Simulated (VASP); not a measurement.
A run of VASP 6.6.1:

File INCAR:

```
SYSTEM = Hf
PREC = Accurate ; ENCUT = 500
EDIFF = 1E-7 ; ISMEAR = 0
SIGMA = 0.1 ; LREAL = .FALSE.
LASPH = .TRUE. ; NELM = 120
ALGO = Normal ; ISIF = 3
LWAVE = .FALSE. ; LCHARG = .FALSE.
GGA = PE ; IBRION = 2
NSW = 100 ; EDIFFG = -0.005
GGA_COMPAT = .FALSE. ; NELMIN = 4
```

Contents of KPOINTS:

```
regular mesh
0
G
  16 16 16
  0 0 0
```

The input POSCAR:

```
Hf
1.0
    0.0000000000      2.2200000000      2.2200000000
    2.2200000000      0.0000000000      2.2200000000
    2.2200000000      2.2200000000      0.0000000000
Hf
1
Direct
    0.0000000000      0.0000000000      0.0000000000
```

Potentials or basis: VASP PAW PBE potentials, release 64 (Hf_pv).

The run is started by

```bash
$ cat potpaw_PBE.64/Hf_pv/POTCAR > POTCAR
$ mpirun -np 1 vasp_std > vasp.out
```

Hardware: 1 thread of AMD EPYC 7R13 Processor (Zen 3) (shared host).

Q: How long does it take, and how much memory?

A: It took 50 s on 1 thread of AMD EPYC 7R13 Processor (Zen 3), with other jobs on the host, peak memory 0.13 GiB. Counts: scf iterations 28, k points 145, ion steps 3.
